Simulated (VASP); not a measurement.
Input of a VASP 6.6.1 run:

The input POSCAR:

```
InAs
1.0
    3.5365410790      0.0000000000      0.0000000000
    0.0000000000      3.5365410790      0.0000000000
    0.0000000000      0.0000000000      3.5365410790
In As
1 1
Direct
    0.0000000000      0.0000000000      0.0000000000
    0.5000000000      0.5000000000      0.5000000000
```

The input INCAR.step1:

```
PREC     = Accurate       # precision mode
ENCUT    = 550            # plane-wave cutoff, eV
ISMEAR   = -1             # smearing method
SIGMA    = 0.02           # smearing width, eV
LREAL    = F              # projectors in reciprocal space
LASPH    = T              # aspherical terms in the spheres
NELM     = 120            # most SCF steps
NBANDS   = 16             # bands
GGA      = PE             # functional
ALGO     = Normal         # electronic algorithm
EDIFF    = 1E-5           # SCF threshold, eV
LWAVE    = T              # write WAVECAR
LCHARG   = F              # write CHGCAR
GGA_COMPAT= F
```

File INCAR.step2:

```
PREC     = Accurate       # precision mode
ENCUT    = 550            # plane-wave cutoff, eV
EDIFF    = 1E-6           # SCF threshold, eV
ISMEAR   = -1             # smearing method
SIGMA    = 0.02           # smearing width, eV
LREAL    = F              # projectors in reciprocal space
LASPH    = T              # aspherical terms in the spheres
NELM     = 120            # most SCF steps
ALGO     = Normal         # electronic algorithm
ISIF     = 2              # what is computed and relaxed
LWAVE    = F              # write WAVECAR
LCHARG   = F              # write CHGCAR
METAGGA  = R2SCAN         # meta-GGA
LMIXTAU  = T            
NBANDS   = 16             # bands
ISTART   = 1            
GGA_COMPAT= F
```

Contents of KPOINTS:

```
Automatic mesh
0
Gamma
  6 6 6
```

Potentials or basis: VASP PAW PBE potentials, release 64 (In_d, As).

Launch:

```sh
$ cat potpaw_PBE.64/In_d/POTCAR potpaw_PBE.64/As/POTCAR > POTCAR
$ cp INCAR.step1 INCAR
$ mpirun -np 1 vasp_std > vasp.out
$ cp INCAR.step2 INCAR
$ mpirun -np 1 vasp_std > vasp.out
```

Question: Estimate the band gap on the k mesh.

Answer: Zero (bands 9 and 10 overlap by 2.69 eV).

Question: Predict the pressure.

Answer: 0.1 GPa.

Caveat: the PAW data sets were made with another functional, which shifts forces and pressure a little; spin-orbit coupling is left out, which moves the levels of the heavy elements.
